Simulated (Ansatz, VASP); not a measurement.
# One calculation of Be2TeS2, two programs

```
CELL_PARAMETERS angstrom
3.28511 0.00000 0.00000
0.00000 3.28511 0.00000
0.00000 0.00000 9.83380
ATOMIC_POSITIONS crystal
Be 0.00000 0.00000 0.00000
Be 0.50000 0.50000 0.00000
Te 0.50000 0.50000 0.50000
S 0.50000 0.00000 0.87098
S 0.00000 0.50000 0.12902
```

Alike in both runs: task relaxation of cell and atoms; functional PBE; dispersion D3(BJ); k mesh 12 × 12 × 4; occupations gaussian, width 0.1 eV; no spin polarisation.

|  | VASP | Ansatz |
| --- | --- | --- |
| version | VASP 6.6.1 | Ansatz 0.2.0 |
| potentials or method | VASP PAW PBE potentials, release 64 (Be, Te, S), cutoff 600 eV | scalar-relativistic, plane waves, PAW |
| valence electrons in the cell | 22 | 32 |

VASP gave:

* gap on the k mesh at the Fermi level, each at its own relaxed structure (eV): none
* relaxed volume (Å³/atom): 21.34
* relaxed length of the cell vector where the two differ most in proportion (Å): 9.845

Q: Estimate Ansatz's values.

A: gap on the k mesh at the Fermi level, each at its own relaxed structure (eV): none; relaxed volume (Å³/atom): 21.38; relaxed length of the cell vector where the two differ most in proportion (Å): 9.859.

A gap of «none» marks a metal or a gap that the smearing closes. VASP's potentials hold 22 valence electrons a cell and Ansatz's 32, so a difference there can come from the potentials and not from the codes.

Neither program's run includes spin-orbit coupling.
